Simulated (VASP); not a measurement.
Input of a VASP 6.6.1 run:

INCAR

```
PREC = Accurate
ENCUT = 520
EDIFF = 1E-6
ISMEAR = 0
SIGMA = 0.01
LREAL = False
LASPH = True
NELM = 60
ALGO = Normal
ISIF = 2
LWAVE = False
LCHARG = True
GGA = PE
IVDW = 13
LELF = True
LVHAR = True
NBANDS = 28
```

Contents of KPOINTS:

```
Automatic mesh
0
Gamma
  5 5 5
```

The input POSCAR:

```
BaZrO3
1.0
    4.1913400000      0.0000000000      0.0000000000
    0.0000000000      4.1913400000      0.0000000000
    0.0000000000      0.0000000000      4.1913400000
Ba Zr O
1 1 3
Direct
    0.0000000000      0.0000000000      0.0000000000
    0.5000000000      0.5000000000      0.5000000000
    0.0000000000      0.5000000000      0.5000000000
    0.5000000000      0.0000000000      0.5000000000
    0.5000000000      0.5000000000      0.0000000000
```

Potentials or basis: VASP PAW PBE potentials, release 64 (Ba_sv, Zr_sv, O).

The run is started by

```console
$ cat potpaw_PBE.64/Ba_sv/POTCAR potpaw_PBE.64/Zr_sv/POTCAR potpaw_PBE.64/O/POTCAR > POTCAR
$ mpirun -np 1 vasp_std > vasp.out
```

(1) Estimate the pressure.

(2) What does it give for the dispersion energy per atom?

(3) Estimate the band gap on the k mesh.

Results:

(1) 2.8 GPa.

(2) -0.200 eV.

(3) 3.29 eV, indirect (least direct gap 3.41 eV).

Caveat: spin-orbit coupling is left out, which moves the levels of the heavy elements.
